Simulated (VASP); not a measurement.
Input of a VASP 6.6.1 run:

File INCAR:

```
SYSTEM = VO2
PREC     = Accurate       ! precision mode
ENCUT    = 600            ! plane-wave cutoff, eV
EDIFF    = 1E-6           ! SCF threshold, eV
ISMEAR   = 0              ! smearing method
SIGMA    = 0.1            ! smearing width, eV
LREAL    = .False.        ! projectors in reciprocal space
LASPH    = .True.         ! aspherical terms in the spheres
NELM     = 200            ! most SCF steps
ALGO     = Normal         ! electronic algorithm
ISIF     = 2              ! what is computed and relaxed
LWAVE    = .False.        ! write WAVECAR
LCHARG   = .True.         ! write CHGCAR
ISPIN    = 2              ! spin polarisation
MAGMOM   = 2 2 0 0 0 0    ! initial moments
LORBIT   = 11             ! projections on sites
LMAXMIX  = 4              ! l up to which the mixer works
GGA      = PE             ! functional
LELF     = .True.         ! ELF
LVHAR    = .True.       
NBANDS   = 38             ! bands
GGA_COMPAT= .False.
```

The input KPOINTS:

```
Automatic mesh
0
Gamma
  4 4 6
  0 0 0
```

Contents of POSCAR:

```
VO2
1.0
    4.5876413675      0.0000000000      0.0000000000
    0.0000000000      4.5876413675      0.0000000000
    0.0000000000      0.0000000000      3.0151385990
V O
2 4
Direct
    0.0000000000      0.0000000000      0.5000000000
    0.5000000000      0.5000000000      0.0000000000
    0.1964084618      0.1964084618      0.0000000000
    0.3035915382      0.6964084618      0.5000000000
    0.8035915382      0.8035915382      0.0000000000
    0.6964084618      0.3035915382      0.5000000000
```

Potentials or basis: VASP PAW PBE potentials, release 64 (V_sv, O).

Run with:

```console
$ cat potpaw_PBE.64/V_sv/POTCAR potpaw_PBE.64/O/POTCAR > POTCAR
$ mpirun -np 1 vasp_std > vasp.out
```

**Question.** Estimate the pressure.

**Answer.** -12.9 GPa.

**Question.** What does it give for the net moment?

**Answer.** 2.00 μB per cell.

**Question.** Predict the band gap on the k mesh.

**Answer.** Zero (filled and empty bands overlap).

**Question.** Estimate the site moments.

**Answer.** V +1.09; O -0.07 μB.

Stress tensor (GPa, compression positive):
```
 -8.06   0.00   0.00
  0.00  -8.06   0.00
  0.00   0.00 -22.64
```

Caveat: the cell stands under tension; semilocal functionals often make such compounds metallic where correlation or magnetic order opens a gap, which also shifts bond lengths. With open d or f shells a metallic result of PBE can be an artefact of self-interaction; +U or a hybrid may open a gap.
